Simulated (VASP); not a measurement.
A run of VASP 6.6.1:

File INCAR:

```
SYSTEM = Si3C
  ALGO = Normal
  EDIFF = 1E-6
  ENCUT = 520
  GGA = PS
  ISIF = 2
  ISMEAR = -1
  LASPH = .True.
  LCHARG = .False.
  LREAL = .False.
  LWAVE = .False.
  NBANDS = 16
  NELM = 80
  PREC = Accurate
  SIGMA = 0.069
```

KPOINTS

```
k-points
0
Gamma
  4 4 4
  0 0 0
```

The input POSCAR:

```
Si3C
1.0
    1.6623090000      0.9597340000      5.7454430000
   -1.6623090000      0.9597340000      5.7454430000
    0.0000000000     -1.9194690000      5.7454430000
C Si
1 3
Direct
    1.0358090298      0.0134563866     -0.0701383064
    0.4810269810      0.4659684088      0.5090291500
    0.3963538418      0.4299408584      0.2507292995
    0.8819027150      0.8718191505      0.8966768939
```

Potentials or basis: VASP PAW PBE potentials, release 64 (C, Si).

Run with:

```console
$ cat potpaw_PBE.64/C/POTCAR potpaw_PBE.64/Si/POTCAR > POTCAR
$ mpirun -np 1 vasp_std > vasp.out
```

Hardware: 1 thread of Intel Xeon 8259CL (shared host).

**Question.** Estimate the wall time of this run.

**Answer.** It took 2.2 min on 1 thread of Intel Xeon 8259CL (shared host), peak memory 0.3 GiB. Counts: scf iterations 13, k points 36.
